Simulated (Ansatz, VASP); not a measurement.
# Ge: VASP beside Ansatz

Contents of INCAR:

```
SYSTEM = Ge
ALGO = Normal ; EDIFF = 1E-7
ENCUT = 520 ; GGA = PS
ISIF = 2 ; ISMEAR = 0
LASPH = .True. ; LCHARG = .True.
LELF = .True. ; LREAL = .False.
LVHAR = .True. ; LWAVE = .False.
NBANDS = 66 ; NELM = 80
PREC = Accurate ; SIGMA = 0.15
```

Contents of KPOINTS:

```
k-points
0
Gamma
  11 11 3
  0 0 0
```

The input POSCAR:

```
Ge
1.0
   -2.0020822485     -3.4677081753      0.0000000000
    2.0020822485     -3.4677081753      0.0000000000
    0.0000000000      0.0000000000     14.6450496104
Ge
8
Direct
    0.0000000000      0.0000000000      0.1407465444
    0.0000000000      0.0000000000      0.3080416113
    0.0000000000      0.0000000000      0.5895347002
    0.0000000000      0.0000000000      0.7568297670
    0.6666666667      0.6666666667      0.0844971458
    0.3333333333      0.3333333333      0.3642910099
    0.3333333333      0.3333333333      0.5332853015
    0.6666666667      0.6666666667      0.8130791657
```

Input for Ansatz:

```yaml
crystal:
  lattice:
    - [-2.0020822485, -3.4677081753, 0.0]
    - [2.0020822485, -3.4677081753, 0.0]
    - [0.0, 0.0, 14.6450496104]
  atoms:
    - { symbol: Ge, position: [0.0, 0.0, 0.1407465444] }
    - { symbol: Ge, position: [0.0, 0.0, 0.3080416113] }
    - { symbol: Ge, position: [0.0, 0.0, 0.5895347002] }
    - { symbol: Ge, position: [0.0, 0.0, 0.756829767] }
    - { symbol: Ge, position: [0.6666666667, 0.6666666667, 0.0844971458] }
    - { symbol: Ge, position: [0.3333333333, 0.3333333333, 0.3642910099] }
    - { symbol: Ge, position: [0.3333333333, 0.3333333333, 0.5332853015] }
    - { symbol: Ge, position: [0.6666666667, 0.6666666667, 0.8130791657] }
basis:
  ecutwfc: 420
kpoints:
  mp_grid: { grid: [11, 11, 3] }
hamiltonian:
  xc: pbesol
scf:
  occupations: { method: gaussian, width: 0.15 }
output:
  forces: true
  stress: true
  eigenvalues: true
```

Alike in both runs: task single point; functional PBEsol; k mesh 11 × 11 × 3; occupations gaussian, width 0.15 eV; no spin polarisation.

|  | VASP | Ansatz |
| --- | --- | --- |
| version | VASP 6.6.1 | Ansatz 0.2.0 |
| potentials or method | VASP PAW PBE potentials, release 64 (Ge_d), cutoff 520 eV | scalar-relativistic, plane waves, PAW |
| valence electrons in the cell | 112 | 112 |

Ansatz gave:

| Item | Value |
| --- | --- |
| gap on the k mesh at the Fermi level (eV) | none |
| pressure (GPa) | -0.5 |
| traceless stress, the component that is largest in VASP (GPa) | -1.21 |
| rms of the force components (eV/Å) | 0.197 |

Task: What did VASP give for the same quantities?

Result: gap on the k mesh at the Fermi level (eV): none; pressure (GPa): -0.5; traceless stress, the component that is largest in VASP (GPa): -1.20; rms of the force components (eV/Å): 0.197.

VASP's potentials were made for PBE, not for PBEsol. Atom by atom the forces differ by 0.002 eV/Å (rms over components). A gap of «none» marks a metal or a gap that the smearing closes.
